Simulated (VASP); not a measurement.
Write the native input for VASP 6.6.1 that does the following.

* Task: electric field gradients
* Functional: B3LYP
* Potentials or basis: VASP PAW PBE potentials, release 64 (Bi_d, Te)
* Cutoff: 400 eV
* k mesh: 4 × 4 × 4
* Occupations: fermi-dirac, width 0.1 eV
* Spin: no spin polarisation
* Dipole correction: no
* Grid for exact exchange (PRECFOCK): Normal
* Further INCAR settings: ALGO = Normal; EDIFF = 1e-08; NBANDS = 18
* Share of exact exchange: 0.2

Crystal: BiTe.

```xyz
2
Lattice="0.0000 3.2350 3.2350 3.2350 0.0000 3.2350 3.2350 3.2350 0.0000" Properties=species:S:1:pos:R:3 pbc="T T T"
Bi    0.0000    0.0000    0.0000
Te    3.2350    3.2350    3.2350
```

The input as run:

POSCAR

```
BiTe
1.0
    0.0000000000      3.2350000000      3.2350000000
    3.2350000000      0.0000000000      3.2350000000
    3.2350000000      3.2350000000      0.0000000000
Bi Te
1 1
Direct
    0.0000000000      0.0000000000      0.0000000000
    0.5000000000      0.5000000000      0.5000000000
```

INCAR.step1

```
ALGO = Normal ; EDIFF = 1E-5
ENCUT = 400 ; GGA = PE
GGA_COMPAT = F ; ISIF = 2
ISMEAR = -1 ; LASPH = T
LCHARG = F ; LREAL = F
LWAVE = T ; NBANDS = 18
NELM = 120 ; PREC = Accurate
SIGMA = 0.1
```

INCAR.step2

```
AEXX = 0.2 ; AGGAC = 0.81
AGGAX = 0.72 ; ALDAC = 0.19
ALGO = Normal ; EDIFF = 1E-8
ENCUT = 400 ; GGA = B3
GGA_COMPAT = F ; ISIF = 2
ISMEAR = -1 ; ISTART = 1
LASPH = T ; LCHARG = F
LEFG = T ; LHFCALC = T
LREAL = F ; LWAVE = F
NBANDS = 18 ; NELM = 120
PREC = Accurate ; PRECFOCK = Normal
SIGMA = 0.1
```

KPOINTS

```
k-points
0
Gamma
  4 4 4
```

Potentials or basis: VASP PAW PBE potentials, release 64 (Bi_d, Te).

Launch:

```console
$ cat potpaw_PBE.64/Bi_d/POTCAR potpaw_PBE.64/Te/POTCAR > POTCAR
$ cp INCAR.step1 INCAR
$ mpirun -np 1 vasp_std > vasp.out
$ cp INCAR.step2 INCAR
$ mpirun -np 1 vasp_std > vasp.out
```

Results of the run:

The pressure is 2.0 GPa. The band gap on the k mesh is zero (an odd number of electrons rules out a gap without spin polarisation) and the largest electric field gradient by atom is under 0.05 V/Å² on every atom.

Caveat: the k points lie up to 0.42 Å⁻¹ apart, too coarse for converged energies and pressures of a metal; the PAW data sets were made with another functional, which shifts forces and pressure a little; spin-orbit coupling is left out, which moves the levels of the heavy elements.

It took 16 min on 1 thread of Intel(R) Xeon(R) Platinum 8259CL CPU @ 2.50GHz (Skylake/Cascade Lake), with other jobs on the host, peak memory 0.17 GiB.
